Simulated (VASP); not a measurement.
A run of VASP 6.6.1 is set up as follows.

Contents of INCAR:

```
PREC = Accurate
ENCUT = 600
EDIFF = 1E-6
ISMEAR = 0
SIGMA = 0.1
LREAL = F
LASPH = T
NELM = 80
ALGO = Normal
ISIF = 3
LWAVE = F
LCHARG = F
GGA = PE
IBRION = 2
NSW = 90
EDIFFG = -0.04
```

The input KPOINTS:

```
Automatic mesh
0
Gamma
  6 6 4
```

Contents of POSCAR:

```
LiTaH4
1.0
    3.5285061029      0.0000000000      0.0000000000
    0.0000000000      3.5285061029      0.0000000000
    0.0000000000      0.0000000000      5.7085064449
Li Ta H
1 1 4
Direct
    0.5000000000      0.5000000000      0.5000000000
    0.0000000000      0.0000000000      0.0000000000
    0.0000000000      0.0000000000      0.6706860559
    0.5000000000      0.0000000000      0.0000000000
    0.0000000000      0.5000000000      0.0000000000
    0.0000000000      0.0000000000      0.3293139441
```

Potentials or basis: VASP PAW PBE potentials, release 64 (Li_sv, Ta_pv, H).

Run with:

```sh
$ cat potpaw_PBE.64/Li_sv/POTCAR potpaw_PBE.64/Ta_pv/POTCAR potpaw_PBE.64/H/POTCAR > POTCAR
$ mpirun -np 1 vasp_std > vasp.out
```

(1) Estimate the relaxed cell.

(2) What does it give for the space group after relaxing (to 0.05 Å)?

Results:

(1) a = 3.513 Å, b = 3.513 Å, c = 5.683 Å, α = 90.00°, β = 90.00°, γ = 90.00°.

(2) P4/mmm (No. 123).
